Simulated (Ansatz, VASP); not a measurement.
Y: VASP beside Ansatz

```
CELL_PARAMETERS angstrom
0.00000 2.42287 2.54712
2.42287 0.00000 2.54712
2.42287 2.42287 0.00000
ATOMIC_POSITIONS crystal
Y 0.00000 0.00000 0.00000
```

Change from the starting cell: strain -0.025 along x and y, +0.025 along z, atoms carried along.

Alike in both runs: task single point; functional PBEsol; k mesh 16 × 16 × 16; occupations gaussian, width 0.15 eV; no spin polarisation.

```csv
,VASP,Ansatz
version,VASP 6.6.1,Ansatz 0.2.0
potentials or method,"VASP PAW PBE potentials, release 64 (Y_sv), cutoff 520 eV","scalar-relativistic, plane waves, PAW"
valence electrons in the cell,11,11
```

|  | VASP | Ansatz | Ansatz less VASP |
| --- | --- | --- | --- |
| gap on the k mesh at the Fermi level (eV) | none | none | - |
| pressure (GPa) | 1.2 | 1.3 | +0.16 |
| traceless stress, the component that is largest in VASP (GPa) | -1.12 | -1.11 | +0.013 |

VASP's potentials were made for PBE, not for PBEsol. A gap of «none» marks a metal or a gap that the smearing closes. The functional is the same, so the differences come from potentials, cutoffs and numerics.
